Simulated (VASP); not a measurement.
A run of VASP 6.6.1 is set up as follows.

File POSCAR:

```
CO2
1.0
   -1.9548127153      1.9548127153      2.9673315043
    1.9548127153     -1.9548127153      2.9673315043
    1.9548127153      1.9548127153     -2.9673315043
C O
2 4
Direct
    0.0000000000      0.0000000000      0.0000000000
    0.7500000000      0.2500000000      0.5000000000
    0.3750000000      0.2923507872      0.4173507872
    0.7076492128      0.1250000000      0.0826492128
    0.8750000000      0.9576492128      0.5826492128
    0.0423507872      0.6250000000      0.9173507872
```

File INCAR.step1:

```
SYSTEM = CO2
ALGO = Normal
EDIFF = 1E-5
ENCUT = 520
GGA = PE
ISIF = 2
ISMEAR = 0
LASPH = .TRUE.
LREAL = .FALSE.
LWAVE = .TRUE.
NBANDS = 25
NELM = 100
PREC = Accurate
SIGMA = 0.01
```

The input INCAR.step2:

```
SYSTEM = CO2
AEXX = 0.75
ALGO = Normal
EDIFF = 1E-6
ENCUT = 520
GGA = PE
HFSCREEN = 0.1
ISIF = 2
ISMEAR = 0
ISTART = 1
LASPH = .TRUE.
LCHARG = .TRUE.
LELF = .TRUE.
LHFCALC = .TRUE.
LREAL = .FALSE.
LVHAR = .TRUE.
LWAVE = .FALSE.
NBANDS = 25
NELM = 100
PREC = Accurate
PRECFOCK = Fast
SIGMA = 0.01
```

Contents of KPOINTS:

```
k-points
0
G
  4 4 4
  0 0 0
```

Potentials or basis: VASP PAW PBE potentials, release 64 (C, O).

Command:

```bash
$ cat potpaw_PBE.64/C/POTCAR potpaw_PBE.64/O/POTCAR > POTCAR
$ cp INCAR.step1 INCAR
$ mpirun -np 1 vasp_std > vasp.out
$ cp INCAR.step2 INCAR
$ mpirun -np 1 vasp_std > vasp.out
```

**Question.** Predict the band gap on the k mesh.

**Answer.** 15.58 eV (least direct gap 15.68 eV).

**Question.** What does it give for the largest force?

**Answer.** 1.469 eV/Å.

**Question.** What does it give for the pressure?

**Answer.** -22.3 GPa.

Forces on the atoms (eV/Å):
```
C    0.000  0.000  0.000
C    0.000  0.000  0.000
O   -1.469  0.000  0.000
O    0.000  1.469  0.000
O    1.469  0.000  0.000
O    0.000 -1.469  0.000
```

Caveat: the k points lie up to 0.48 Å⁻¹ apart; the PAW data sets were made with another functional, which shifts forces and pressure a little. A k mesh can miss the band edges.
